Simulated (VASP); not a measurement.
SnTe, 2 atoms in the cell. It takes space group F-43m (No. 216, cubic). Conventional cell: a = 7.168 Å, b = 7.168 Å, c = 7.168 Å, α = 90.00°, β = 90.00°, γ = 90.00°. Within 4.1 Å of Sn (site symmetry -43m) lie 4 Te at 3.10 Å. Te (site symmetry -43m) has 4 Sn at 3.10 Å within 4.1 Å. 

* Program: VASP 6.6.1
* Task: single point
* Functional: PBE0
* Potentials or basis: VASP PAW PBE potentials, release 64 (Sn_d, Te)
* Cutoff: 400 eV
* k mesh: 4 × 4 × 4
* Occupations: gaussian, width 0.01 eV
* Spin: no spin polarisation
* Dipole correction: no
* Grid for exact exchange (PRECFOCK): Normal
* Further INCAR settings: ALGO = Normal; EDIFF = 1e-06; NBANDS = 17
* Share of exact exchange: 0.25

Potentials or basis: VASP PAW PBE potentials, release 64 (Sn_d, Te).

Run with:

```bash
$ cat potpaw_PBE.64/Sn_d/POTCAR potpaw_PBE.64/Te/POTCAR > POTCAR
$ cp INCAR.step1 INCAR
$ mpirun -np 1 vasp_std > vasp.out
$ cp INCAR.step2 INCAR
$ mpirun -np 1 vasp_std > vasp.out
```

Hardware: 1 thread of Intel(R) Xeon(R) 6975P-C (Granite Rapids) (shared host).

**Question.** Estimate the wall time of this run.

**Answer.** Wall time 5.2 min on 1 thread of Intel(R) Xeon(R) 6975P-C (Granite Rapids) (shared host), peak memory 0.22 GiB. Counts: k points 8.
